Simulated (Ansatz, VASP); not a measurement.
**One calculation of CaS, two programs**

INCAR

```
ALGO = Normal
EDIFF = 1E-6
ENCUT = 500
GGA = PE
GGA_COMPAT = False
ISIF = 2
ISMEAR = -1
LASPH = True
LCHARG = True
LELF = True
LREAL = False
LVHAR = True
LWAVE = False
NBANDS = 15
NELM = 120
PREC = Accurate
SIGMA = 0.01
```

File KPOINTS:

```
k-points
0
Gamma
  7 7 7
```

Contents of POSCAR:

```
CaS
1.0
   -0.0142150000      2.8430000000      2.8430000000
    2.8430000000     -0.0142150000      2.8430000000
    2.8287850000      2.8287850000      0.0000000000
Ca S
1 1
Direct
    0.0000000000      0.0000000000      0.0000000000
    0.5000000000      0.5000000000      0.5000000000
```

Input for Ansatz:

```yaml
crystal:
  lattice:
    - [-0.014215, 2.843, 2.843]
    - [2.843, -0.014215, 2.843]
    - [2.828785, 2.828785, 0.0]
  atoms:
    - { symbol: Ca, position: [0.0, 0.0, 0.0] }
    - { symbol: S, position: [0.5, 0.5, 0.5] }
kpoints:
  mp_grid: { grid: [7, 7, 7] }
scf:
  occupations: { method: fermi_dirac, width: 0.01 }
hamiltonian:
  xc: pbe
  pseudopotentials: { kind: all_electron, lapw: { basis_error: 0.00025 } }
output:
  forces: true
  stress: true
  eigenvalues: true
```

Change from the starting cell: xy shear strain of -1 %.

Alike in both runs: task single point; functional PBE; k mesh 7 × 7 × 7; occupations fermi-dirac, width 0.01 eV; no spin polarisation.

```csv
,VASP,Ansatz
version,VASP 6.6.1,Ansatz 0.2.0
potentials or method,"VASP PAW PBE potentials, release 64 (Ca_sv, S), cutoff 500 eV","all-electron LAPW, scalar-relativistic"
```

```csv
,VASP,Ansatz,Ansatz less VASP
gap on the k mesh at the Fermi level (eV),2.39,2.39,+0.005
pressure (GPa),1.0,0.8,-0.16
"traceless stress, the component that is largest in VASP (GPa)",0.34,0.34,+0.002
```

Ansatz ran all-electron here, and VASP with PAW potentials.
